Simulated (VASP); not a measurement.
A run of VASP 6.6.1 is set up as follows.

The input INCAR:

```
SYSTEM = CdSe
PREC = Accurate
ENCUT = 520
EDIFF = 1E-7
ISMEAR = 0
SIGMA = 0.05
LREAL = .FALSE.
LASPH = .TRUE.
NELM = 80
ALGO = Normal
ISIF = 2
LWAVE = .FALSE.
LCHARG = .FALSE.
GGA = PE
NBANDS = 16
```

The input KPOINTS:

```
regular mesh
0
G
  10 10 10
  0 0 0
```

Contents of POSCAR:

```
CdSe
1.0
    0.0000000000      3.2818555126      3.2818555126
    3.2818555126      0.0000000000      3.2818555126
    3.0333096551      3.0333096551      0.2485458575
Cd Se
1 1
Direct
    0.0000000000      0.0000000000      0.0000000000
    0.7500000000      0.7500000000      0.7500000000
```

Potentials or basis: VASP PAW PBE potentials, release 64 (Cd, Se).

Run with:

```console
$ cat potpaw_PBE.64/Cd/POTCAR potpaw_PBE.64/Se/POTCAR > POTCAR
$ mpirun -np 1 vasp_std > vasp.out
```

Question: Estimate the pressure.

Answer: -0.8 GPa.

Question: Predict the largest force.

Answer: 0.885 eV/Å.

Question: What does it give for the band gap on the k mesh?

Answer: 0.54 eV, indirect (least direct gap 0.61 eV).

Stress tensor (GPa, compression positive):
```
-0.75  3.14 -3.14
 3.14 -0.75 -3.14
-3.14 -3.14 -0.75
```

A k mesh can miss the band edges. Expect the measured gap to be larger: semilocal functionals such as PBE lack the derivative discontinuity.
